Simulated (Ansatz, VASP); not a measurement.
## Ga in VASP and in Ansatz

File INCAR:

```
SYSTEM = Ga
  ALGO = Normal
  EDIFF = 1E-8
  ENCUT = 520
  GGA = PE
  ISIF = 2
  ISMEAR = -1
  LASPH = .True.
  LCHARG = .False.
  LEFG = .True.
  LREAL = .False.
  LWAVE = .False.
  NBANDS = 20
  NELM = 100
  PREC = Accurate
  SIGMA = 0.05
```

File KPOINTS:

```
k-points
0
Gamma
  15 15 13
  0 0 0
```

POSCAR

```
Ga
1.0
    1.4206516569     -3.9827234383      0.0000000000
    1.4206516569      3.9827234383      0.0000000000
    0.0000000000      0.0000000000      3.1058384500
Ga
2
Direct
    0.8670000000      0.1330000000      0.2500000000
    0.1330000000      0.8670000000      0.7500000000
```

Input for Ansatz:

```yaml
crystal:
  lattice:
    - [1.4206516569, -3.9827234383, 0.0]
    - [1.4206516569, 3.9827234383, 0.0]
    - [0.0, 0.0, 3.10583845]
  atoms:
    - { symbol: Ga, position: [0.867, 0.133, 0.25] }
    - { symbol: Ga, position: [0.133, 0.867, 0.75] }
kpoints:
  mp_grid: { grid: [15, 15, 13] }
scf:
  occupations: { method: fermi_dirac, width: 0.05 }
hamiltonian:
  xc: pbe
  pseudopotentials: { kind: all_electron, datasets: crystal }
output:
  forces: true
  stress: true
  eigenvalues: true
  efg: { contact_densities: true }
```

Change from the starting cell: volume scaled by 0.9405, crystal datasets.

Alike in both runs: task electric field gradients; functional PBE; k mesh 15 × 15 × 13; occupations fermi-dirac, width 0.05 eV; no spin polarisation.

|  | VASP | Ansatz |
| --- | --- | --- |
| version | VASP 6.6.1 | Ansatz 0.2.0 |
| potentials or method | VASP PAW PBE potentials, release 64 (Ga_d), cutoff 520 eV | all-electron PAW with datasets made for the crystal, scalar-relativistic |

```tsv
	VASP	Ansatz	Ansatz less VASP
pressure (GPa)	5.7	5.5	-0.12
traceless stress, the component that is largest in VASP (GPa)	-2.11	-2.10	+0.010
rms of the force components (eV/Å)	0.134	0.134	-0.0007
size of Vzz on the site where it differs most (V/Å²)	25.5	27.1	+1.51
```

Atom by atom the forces differ by 0.001 eV/Å (rms over components). Ansatz ran all-electron here, and VASP with PAW potentials.
